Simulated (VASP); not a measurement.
Runs of VASP 6.6.1 on GaN. The structure is that of space group F-43m (No. 216), or close to it. The cells are those of the table. 

| level | cell | smearing | gap on the mesh (eV) | pressure (GPa) |
| --- | --- | --- | --- | --- |
| r2SCAN | a = 3.182, b = 3.182, c = 3.149 Å, angles 60.3, 60.3, 59.3°, 2 atoms | gaussian 0.01 eV | 2.19 | 3.0 |
| r2SCAN | a = 3.183, b = 3.183, c = 3.085 Å, angles 61.0, 61.0, 58.0°, 2 atoms | gaussian 0.01 eV | 2.24 | 7.3 |
| PBE | a = 3.179, b = 3.179, c = 3.212 Å, angles 59.7, 59.7, 60.7°, 2 atoms | fermi-dirac 0.02 eV | (b) | 4.5 |
| r2SCAN | a = 3.179, b = 3.179, c = 3.212 Å, angles 59.7, 59.7, 60.7°, 2 atoms | gaussian 0.01 eV | (c) | (a) |
| r2SCAN | a = 3.183, b = 3.183, c = 3.117 Å, angles 60.7, 60.7, 58.6°, 2 atoms | gaussian 0.01 eV | 2.22 | 5.1 |

Alike in all rows: task single point; potentials or basis VASP PAW PBE potentials, release 64 (Ga_d, N); no spin polarisation; k mesh 10 × 10 × 10; cutoff (eV) 520.

Estimate the missing entries.

(a) -0.7; (b) 1.64; (c) 2.04.

Caveats: the structure was generated, so it needn't be the stable form of GaN; the PAW data sets were made with another functional, which shifts forces and pressure a little (at least some runs); the cell stands under pressure (at least some runs); the stress differs along the axes, from 1 to 10 GPa (at least some runs); the stress differs along the axes, from 1 to 7 GPa (at least some runs).

A k mesh can miss the band edges, and the runs leave out spin-orbit coupling on Ga.
